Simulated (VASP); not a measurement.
# BaTiO3 (R3m) in VASP: single point with PBE+U

Aim: the single point of BaTiO3 with PBE+U.

All numbers are computed with VASP 6.6.1; they aren't measurements. Logs are shortened: lines on timing, memory, paths and dates and some standing lists are left out, and cuts for length are marked.

### 1 The cell of the first run

The structure is trigonal, space group R3m (No. 160). The conventional cell has a = 5.721 Å, b = 5.721 Å, c = 7.038 Å, α = 90.00°, β = 90.00°, γ = 120.00°. Ba (site symmetry 3m) has 12 O at 2.80 to 2.94 Å and 8 Ti at 3.44 to 3.60 Å within 3.7 Å. Ti (site symmetry 3m) has 6 O at 1.99 to 2.06 Å within 2.6 Å. O (site symmetry m) has 2 Ti at 1.99 to 2.06 Å within 2.6 Å.

### 2 Single point, PBE+U (atom 2 (Ti) moved by (+0.000, -0.150) A along y and z)

The input, INCAR:

```
ALGO     = Normal         # electronic algorithm
EDIFF    = 1E-6           # SCF threshold, eV
ENCUT    = 520            # plane-wave cutoff, eV
GGA      = PE             # functional
ISIF     = 2              # what is computed and relaxed
ISMEAR   = 0              # smearing method
LASPH    = T              # aspherical terms in the spheres
LCHARG   = F              # write CHGCAR
LDAU     = T              # DFT+U
LDAUJ    = 0 0 0        
LDAUL    = -1 2 -1        # shell
LDAUPRINT= 1            
LDAUTYPE = 2            
LDAUU    = 0 4 0          # U, eV
LMAXMIX  = 4              # l up to which the mixer works
LREAL    = F              # projectors in reciprocal space
LWAVE    = F              # write WAVECAR
NBANDS   = 28             # bands
NELM     = 150            # most SCF steps
PREC     = Accurate       # precision mode
SIGMA    = 0.05           # smearing width, eV
```

The input, KPOINTS:

```
k-points
0
Gamma
  6 6 6
```

The input, POSCAR:

```
BaTiO3
1.0
    2.8603720851      1.6514365933      2.3460535783
   -2.8603720851      1.6514365933      2.3460535783
    0.0000000000     -3.3028731867      2.3460535783
Ba Ti O
1 1 3
Direct
    0.0026800181      0.0026800181      0.0026800181
    0.4914868647      0.4914868647      0.4914868647
    0.4903227049      0.4903227049      0.9825753212
    0.4903227049      0.9825753212      0.4903227049
    0.9825753212      0.4903227049      0.4903227049
```

Potentials or basis: VASP PAW PBE potentials, release 64 (Ba_sv, Ti_sv, O).

Run with:

```bash
$ cat potpaw_PBE.64/Ba_sv/POTCAR potpaw_PBE.64/Ti_sv/POTCAR potpaw_PBE.64/O/POTCAR > POTCAR
$ mpirun -np 1 vasp_std > vasp.out
```

OUTCAR:

```text
EDIFF = 1E-6
   ENCUT = 520
   GGA = PE
   ISIF = 2
   ISMEAR = 0
   LASPH = T
   LREAL = F
   NELM = 150
   PREC = Accurate

 ion  position               nearest neighbor table
   1  0.003  0.003  0.003-   3 2.80   4 2.80   5 2.80   3 2.86   3 2.86   5 2.86   4 2.86   4 2.86
                             5 2.86   3 2.94   4 2.94   5 2.94   2 3.44   2 3.48   2 3.48   2 3.48
   2  0.491  0.491  0.491-   4 1.99   5 1.99   3 1.99   4 2.06   5 2.06   3 2.06   1 3.44   1 3.48
                             1 3.48   1 3.48   1 3.53   1 3.53   1 3.53   1 3.60
   3  0.490  0.490  0.983-   2 1.99   2 2.06   1 2.80   1 2.86   1 2.86   1 2.94
   4  0.490  0.983  0.490-   2 1.99   2 2.06   1 2.80   1 2.86   1 2.86   1 2.94
   5  0.983  0.490  0.490-   2 1.99   2 2.06   1 2.80   1 2.86   1 2.86   1 2.94

  LATTYP: Found a trigonal (rhomboedric) cell.
 ALAT       =     4.0512885208
 COS(alpha) =     0.0030148013

  Lattice vectors:

 A1 = (   2.8603720851,   1.6514365933,   2.3460535783)
 A2 = (  -2.8603720851,   1.6514365933,   2.3460535783)
 A3 = (   0.0000000000,  -3.3028731867,   2.3460535783)

Analysis of symmetry for initial positions (statically):
=====================================================================
 Subroutine PRICEL returns:
 Original cell was already a primitive cell.

 Routine SETGRP: Setting up the symmetry group for a
 trigonal (rhombohedral) supercell.

 Subroutine GETGRP returns: Found  6 space group operations
 (whereof  6 operations were pure point group operations)
 out of a pool of 12 trial point group operations.

The static configuration has the point symmetry C_3v.

Analysis of symmetry for dynamics (positions and initial velocities):
=====================================================================
 Subroutine PRICEL returns:
 Original cell was already a primitive cell.

 Routine SETGRP: Setting up the symmetry group for a
 trigonal (rhombohedral) supercell.

 Subroutine GETGRP returns: Found  6 space group operations
 (whereof  6 operations were pure point group operations)
 out of a pool of 12 trial point group operations.

The dynamic configuration has the point symmetry C_3v.

 Subroutine INISYM returns: Found  6 space group operations
 (whereof  6 operations are pure point group operations),
 and found     1 'primitive' translations

----------------------------------------------------------------------------------------

                                     Primitive cell

  volume of cell :      66.4926

  direct lattice vectors                    reciprocal lattice vectors
     2.860372085  1.651436593  2.346053578     0.174802433  0.100922232  0.142082575
    -2.860372085  1.651436593  2.346053578    -0.174802433  0.100922232  0.142082575
     0.000000000 -3.302873187  2.346053578     0.000000000 -0.201844464  0.142082575

  length of vectors
     4.051288521  4.051288521  4.051288521     0.246837286  0.246837286  0.246837286

  position of ions in fractional coordinates (direct lattice)
     0.002680018  0.002680018  0.002680018
     0.491486865  0.491486865  0.491486865
     0.490322705  0.490322705  0.982575321
     0.490322705  0.982575321  0.490322705
     0.982575321  0.490322705  0.490322705

  ion indices of the primitive-cell ions
   primitive index   ion index
                 1           1
                 2           2
                 3           3
                 4           4
                 5           5

----------------------------------------------------------------------------------------

 KPOINTS: k-points

Automatic generation of k-mesh.
 Grid dimensions read from file:
 generate k-points for:    6    6    6

 Generating k-lattice:

  Cartesian coordinates                     Fractional coordinates (reciprocal lattice)
     0.029133739  0.016820372  0.023680429     0.166666667  0.000000000  0.000000000
    -0.029133739  0.016820372  0.023680429     0.000000000  0.166666667  0.000000000
     0.000000000 -0.033640744  0.023680429     0.000000000  0.000000000  0.166666667

  Length of vectors
     0.041139548  0.041139548  0.041139548

  Shift w.r.t. Gamma in fractional coordinates (k-lattice)
     0.000000000  0.000000000  0.000000000

 Subroutine IBZKPT returns following result:
 ===========================================

 Found     32 irreducible k-points:

 Following reciprocal coordinates:
            Coordinates               Weight
  0.000000  0.000000  0.000000      1.000000
  0.166667  0.000000 -0.000000      6.000000
  0.333333 -0.000000  0.000000      6.000000
  0.500000 -0.000000  0.000000      3.000000
  0.166667  0.166667 -0.000000      6.000000
  0.333333  0.166667  0.000000     12.000000
[... 16 lines left out ...]
  0.500000  0.500000  0.166667      6.000000
 -0.333333  0.500000  0.166667     12.000000
 [... further k-points ...]
   k-points           NKPTS =     32   k-points in BZ     NKDIM =     32   number of bands    NBANDS=     28
   number of dos      NEDOS =    301   number of ions     NIONS =      5
   total plane-waves  NPLWV =  27000
   dimension x,y,z NGX =    30 NGY =   30 NGZ =   30
   dimension x,y,z NGXF=    60 NGYF=   60 NGZF=   60
   ions per type =               1   1   3
   NGX,Y,Z   is equivalent  to a cutoff of  12.31, 12.31, 12.31 a.u.
   NGXF,Y,Z  is equivalent  to a cutoff of  24.62, 24.62, 24.62 a.u.
 SYSTEM =  unknown system
   PREC   = accura    normal or accurate (medium, high low for compatibility)
   ISTART =      0    job   : 0-new  1-cont  2-samecut
   ICHARG =      2    charge: 1-file 2-atom 10-const
   ISPIN  =      1    spin polarized calculation?
   LNONCOLLINEAR =      F non collinear calculations
   LSORBIT =      F    spin-orbit coupling
   LASPH  =      T    aspherical Exc in radial PAW
   ENCUT  =  520.0 eV  38.22 Ry    6.18 a.u.   7.53  7.53  7.53*2*pi/ulx,y,z
   NELM   =    150;   NELMIN=  2; NELMDL= -5     # of ELM steps
   EDIFF  = 0.1E-05   stopping-criterion for ELM
   LREAL  =      F    real-space projection
   EDIFFG = 0.1E-04   stopping-criterion for IOM
   NSW    =      0    number of steps for IOM
   IBRION =     -1    ionic relax: 0-MD 1-quasi-New 2-CG
   NFREE  =      0    steps in history (QN), initial steepest desc. (CG)
   ISIF   =      2    stress and relaxation
   ISYM   =      2    0-nonsym 1-usesym 2-fastsym
   POTIM  = 0.5000    time-step for ionic-motion
   TEBEG  =    0.0;   TEEND  =   0.0 temperature during run
   PSTRESS=    0.0 pullay stress
   NELECT =      40.0000    total number of electrons
   NUPDOWN=      -1.0000    fix difference up-down
   EMIN   =  10.00;   EMAX   =-10.00  energy-range for DOS
   EFERMI =   0.00;   METHOD = LEGACY
   ISMEAR =     0;   SIGMA  =   0.05  broadening in eV -4-tet -1-fermi 0-gaus
   EFERMI_NEDOS =   21; number of points for ismear=-14 and -15
   IALGO  =     38    algorithm
   IMIX   =      4    mixing-type and parameters
     AMIX     =   0.40;   BMIX     =  1.00
     AMIX_MAG =   1.60;   BMIX_MAG =  1.00
  volume/ion in A,a.u.               =      13.30        89.74
  Fermi-wavevector in a.u.,A,eV,Ry     =   1.381986  2.611575 25.985565  1.909885
  Thomas-Fermi vector in A             =   2.506719
   LORBIT       =      0    0 simple, 1 ext, 2 COOP (PROOUT), +10 PAW based schemes
 LDA+U is selected, type is set to LDAUTYPE =  2
   angular momentum for each species LDAUL =    -1    2   -1
   U (eV)           for each species LDAUU =   0.0  4.0  0.0
   J (eV)           for each species LDAUJ =   0.0  0.0  0.0
   GGA     = PE    functional components
   LHFCALC =     F    Hartree Fock is set to
   AEXX    =    0.0000 exact exchange contribution
   IVDW    =     0    specifies the selected vdW correction
   LEPSILON=     F    determine dielectric tensor
   LRPA    =     F    only Hartree local field effects (RPA)
 non-spin polarized calculation
 Gauss-broadening in eV      SIGMA  =   0.05
  energy-cutoff  :      520.00
  volume of cell :       66.49
 maximum number of plane-waves:      1812
   NGX = 15   NGY = 15   NGZ = 15

atom =   2  type =  2  l = 2

 onsite density matrix

spin component  1

  0.1458  0.0000  0.0000  0.0606  0.0000
  0.0000  0.1886  0.0000  0.0000  0.0606
  0.0000  0.0000  0.1027  0.0000  0.0000
  0.0606  0.0000  0.0000  0.1886 -0.0000
  0.0000  0.0606  0.0000 -0.0000  0.1458

spin component  2

  0.1458  0.0000  0.0000  0.0606  0.0000
  0.0000  0.1886  0.0000  0.0000  0.0606
  0.0000  0.0000  0.1027  0.0000  0.0000
  0.0606  0.0000  0.0000  0.1886 -0.0000
  0.0000  0.0606  0.0000 -0.0000  0.1458

 occupancies and eigenvectors

  o =  0.1027  v =  0.0000  0.0000  1.0000  0.0000 -0.0000  0.0000  0.0000  0.0000  0.0000  0.0000      0.0000  0.0000  0.0000  0.0000  0.0000  0.0000  0.0000  0.0000  0.0000  0.0000
  o =  0.1027  v =  0.0000  0.0000  0.0000  0.0000  0.0000  0.0000  0.0000  1.0000  0.0000 -0.0000      0.0000  0.0000  0.0000  0.0000  0.0000  0.0000  0.0000  0.0000  0.0000  0.0000
  o =  0.1029  v =  0.0000 -0.5776  0.0000  0.0000  0.8163  0.0000  0.0000  0.0000  0.0000  0.0000      0.0000  0.0000  0.0000  0.0000  0.0000  0.0000  0.0000  0.0000  0.0000  0.0000
  o =  0.1029  v =  0.0000  0.0000  0.0000  0.0000  0.0000  0.0000 -0.5776  0.0000  0.0000  0.8163      0.0000  0.0000  0.0000  0.0000  0.0000  0.0000  0.0000  0.0000  0.0000  0.0000
  o =  0.1029  v =  0.0000  0.0000  0.0000  0.0000  0.0000 -0.8163  0.0000  0.0000  0.5776  0.0000      0.0000  0.0000  0.0000  0.0000  0.0000  0.0000  0.0000  0.0000  0.0000  0.0000
  o =  0.1029  v = -0.8163  0.0000  0.0000  0.5776  0.0000  0.0000  0.0000  0.0000  0.0000  0.0000      0.0000  0.0000  0.0000  0.0000  0.0000  0.0000  0.0000  0.0000  0.0000  0.0000
  o =  0.2314  v =  0.0000  0.0000  0.0000  0.0000  0.0000 -0.5776  0.0000 -0.0000 -0.8163 -0.0000      0.0000  0.0000  0.0000  0.0000  0.0000  0.0000  0.0000  0.0000  0.0000  0.0000
  o =  0.2314  v = -0.5776  0.0000 -0.0000 -0.8163 -0.0000  0.0000  0.0000  0.0000  0.0000  0.0000      0.0000  0.0000  0.0000  0.0000  0.0000  0.0000  0.0000  0.0000  0.0000  0.0000
  o =  0.2314  v =  0.0000  0.8163  0.0000  0.0000  0.5776  0.0000  0.0000  0.0000  0.0000  0.0000      0.0000  0.0000  0.0000  0.0000  0.0000  0.0000  0.0000  0.0000  0.0000  0.0000
  o =  0.2314  v =  0.0000  0.0000  0.0000  0.0000  0.0000  0.0000  0.8163  0.0000  0.0000  0.5776      0.0000  0.0000  0.0000  0.0000  0.0000  0.0000  0.0000  0.0000  0.0000  0.0000

 number of electron      39.9999997 magnetization

 Free energy of the ion-electron system (eV)
  ---------------------------------------------------
  ext. energy  EPLUGINS =         0.00000000
  ---------------------------------------------------
  free energy    TOTEN  =       -37.31307619 eV

  energy without entropy =      -37.31307619  energy(sigma->0) =      -37.31307619

 E-fermi :   4.0415     XC(G=0): -11.0745

 val. band max:        3.6914903469   @ k =   0.5000   0.5000   0.5000
 cond. band min:       5.8531723312   @ k =   0.0000   0.0000   0.0000
 fundamental gap:      2.1616819843
 Fermi energy:         4.0415304880

 k-point     1 :       0.0000    0.0000    0.0000
  band No.  band energies     occupation
      1     -54.1974      2.00000
      2     -30.3431      2.00000
      3     -30.3431      2.00000
      4     -30.3415      2.00000
      5     -21.2111      2.00000
      6     -13.1730      2.00000
[... 20 lines left out ...]
     27       8.7022      0.00000
     28      10.5931      0.00000

 k-point     2 :       0.1667    0.0000   -0.0000
  band No.  band energies     occupation
      1     -54.1972      2.00000
      2     -30.3519      2.00000
      3     -30.3428      2.00000
      4     -30.3416      2.00000
      5     -21.1869      2.00000
      6     -13.1813      2.00000
[... 674 lines left out ...]
 k-point    24 :      -0.3333    0.5000    0.1667
  band No.  band energies     occupation
      1     -54.1959      2.00000
      2     -30.3775      2.00000
      3     -30.3680      2.00000
      4     -30.3491      2.00000
      5     -21.0480      2.00000
      6     -12.8360      2.00000
[... 20 lines left out ...]
     27      11.6555      0.00000
     28      12.0693      0.00000

 [... further k-points ...]

------------------------ aborting loop because EDIFF is reached ----------------------------------------

  FORCE on cell =-STRESS in cart. coord.  units (eV):
  Direction    XX          YY          ZZ          XY          YZ          ZX
  --------------------------------------------------------------------------------------
  -------------------------------------------------------------------------------------
  Total        0.5680375      0.5680375      0.2661033      0.0000000     -0.0000000      0.0000000
  in kB       13.6871798     13.6871798      6.4119070      0.0000000     -0.0000000      0.0000000
  external PRESSURE =      11.2620889 kB  Pullay stress =       0.0000000 kB

 VOLUME and BASIS-vectors are now :
 -----------------------------------------------------------------------------
  energy-cutoff  :      520.00
  volume of cell :       66.49
      direct lattice vectors                 reciprocal lattice vectors
     2.860372085  1.651436593  2.346053578     0.174802433  0.100922232  0.142082575
    -2.860372085  1.651436593  2.346053578    -0.174802433  0.100922232  0.142082575
     0.000000000 -3.302873187  2.346053578     0.000000000 -0.201844464  0.142082575

 POSITION                                       TOTAL-FORCE (eV/Angst)
 -----------------------------------------------------------------------------------
      0.00000     -0.00000      0.01886        -0.000000      0.000000     -0.536905
      0.00000     -0.00000      3.45916        -0.000000     -0.000000      0.364703
      0.00000     -1.62585      4.60582        -0.000000     -0.316428      0.057401
     -1.40803      0.81292      4.60582        -0.274035      0.158214      0.057401
      1.40803      0.81292      4.60582         0.274035      0.158214      0.057401
 -----------------------------------------------------------------------------------
    total drift:                                0.000000     -0.000000      0.000422

  FREE ENERGIE OF THE ION-ELECTRON SYSTEM (eV)
  ---------------------------------------------------
  free  energy   TOTEN  =       -37.3130761932 eV

  energy  without entropy=      -37.3130761932  energy(sigma->0) =      -37.31307619
```

Wall time 94 s (1 thread of Intel Xeon 8259CL, shared host); peak memory 0.21 GiB.

Results:

```yaml
Free_energy: -37.3131 eV
Pressure: 1.1 GPa
Largest_force: 0.537 eV/Å
Band_gap_on_the_k_mesh: 2.16 eV (least direct gap 2.38 eV)
```

Forces in eV/Å, atoms in the order of the input:
```
Ba   0.000  0.000 -0.537
Ti   0.000  0.000  0.365
O    0.000 -0.316  0.057
O   -0.274  0.158  0.057
O    0.274  0.158  0.057
```

Eigenvalues of the final occupation matrices:
```
    site  spin  trace               eigenvalues
site 2 d     1   0.77  0.10 0.10 0.10 0.23 0.23
site 2 d     2   0.77  0.10 0.10 0.10 0.23 0.23
```

Caveat: the cell differs from its parent crystal (atom 2 (Ti) moved by (+0.000, -0.150) A along y and z); spin-orbit coupling is left out, which moves the levels of the heavy elements.
